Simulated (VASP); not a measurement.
## LaTe: single point with LDA

Crystal: LaTe.

```
La Te
1.0
     3.93609    0.00000    0.00000
     0.00000    3.93609    0.00000
     0.00000    0.00000    3.93609
La Te
1 1
Direct
  0.00000 0.00000 0.00000
  0.50000 0.50000 0.50000
```

* Program: VASP 6.6.1
* Task: single point
* Functional: LDA
* Potentials or basis: VASP PAW LDA potentials, release 64 (La, Te)
* Cutoff: 500 eV
* k mesh: 7 × 7 × 7
* Occupations: methfessel-paxton, width 0.025 eV
* Spin: no spin polarisation
* Dipole correction: no
* Further INCAR settings: ALGO = Normal; EDIFF = 1e-06; NBANDS = 16

```
Pressure               : -4.2 GPa
Band gap on the k mesh : zero (an odd number of electrons rules out a gap without spin polarisation)
```

Levels at points of the mesh, in eV from the Fermi level:
| k point | band 6 | band 7 | band 8 | band 9 | band 10 | band 11 | band 12 | band 13 |
| --- | --- | --- | --- | --- | --- | --- | --- | --- |
| (0.00, 0.00, 0.00) | -1.48 | -1.48 | -1.48 | -1.20 | -1.20 | 1.27 | 1.27 | 1.27 |

Run time: 11 s on 1 thread of AMD EPYC 7R13 Processor (Zen 3), on a shared host, peak memory 0.14 GiB.

Caveat: the cell stands under tension; spin-orbit coupling is left out, which moves the levels of the heavy elements.
